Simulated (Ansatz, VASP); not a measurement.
# Two plane-wave programs on SrInH3

Contents of INCAR:

```
  ALGO = Normal
  EDIFF = 1E-6
  EDIFFG = -0.04
  ENCUT = 600
  GGA = PE
  IBRION = 2
  ISIF = 3
  ISMEAR = 0
  LASPH = T
  LCHARG = F
  LREAL = F
  LWAVE = F
  NELM = 100
  NSW = 90
  PREC = Accurate
  SIGMA = 0.1
```

File KPOINTS:

```
k-points
0
Gamma
  4 4 4
```

The input POSCAR:

```
SrInH3
1.0
    4.3757568700      0.0000000000      0.0000000000
    0.0000000000      4.3757568700      0.0000000000
    0.0000000000      0.0000000000      4.3757568700
Sr In H
1 1 3
Direct
    0.5000000000      0.5000000000      0.5000000000
    0.0000000000      0.0000000000      0.0000000000
    0.5000000000      0.5000000000      0.0000000000
    0.5000000000      0.0000000000      0.5000000000
    0.0000000000      0.5000000000      0.5000000000
```

Input for Ansatz:

```yaml
crystal:
  lattice:
    - [4.37575687, 0.0, 0.0]
    - [0.0, 4.37575687, 0.0]
    - [0.0, 0.0, 4.37575687]
  atoms:
    - { symbol: Sr, position: [0.5, 0.5, 0.5] }
    - { symbol: In, position: [0.0, 0.0, 0.0] }
    - { symbol: H, position: [0.5, 0.5, 0.0] }
    - { symbol: H, position: [0.5, 0.0, 0.5] }
    - { symbol: H, position: [0.0, 0.5, 0.5] }
basis:
  ecutwfc: 420
kpoints:
  mp_grid: { grid: [4, 4, 4] }
hamiltonian:
  xc: pbe
scf:
  occupations: { method: gaussian, width: 0.1 }
  lower_state_search: "off"
output:
  forces: true
  stress: true
  eigenvalues: true
relax:
  adjacent_minimum: "off"
  f_tol: 0.04
  max_steps: 70
  cell: { stress_tol: 0.4 }
```

Change from the starting cell: species swapped into the Ca3TlN type (Pm-3m, No. 221).

Alike in both runs: task relaxation of cell and atoms; functional PBE; k mesh 4 × 4 × 4; occupations gaussian, width 0.1 eV; no spin polarisation.

```csv
,VASP,Ansatz
version,VASP 6.6.1,Ansatz 0.2.0
potentials or method,"VASP PAW PBE potentials, release 64 (Sr_sv, In_d, H), cutoff 600 eV","scalar-relativistic, plane waves, PAW"
valence electrons in the cell,26,26
```

|  | VASP | Ansatz | Ansatz less VASP |
| --- | --- | --- | --- |
| gap on the k mesh at the Fermi level, each at its own relaxed structure (eV) | 0.38 | 0.35 | -0.027 |
| relaxed volume (Å³/atom) | 20.37 | 20.17 | -0.201 |
| relaxed cell length with the largest relative difference (Å) | 4.670 | 4.654 | -0.0154 |

Noted on VASP's run: the volume moved by over 15 % at a fixed basis, so the end points are rough.
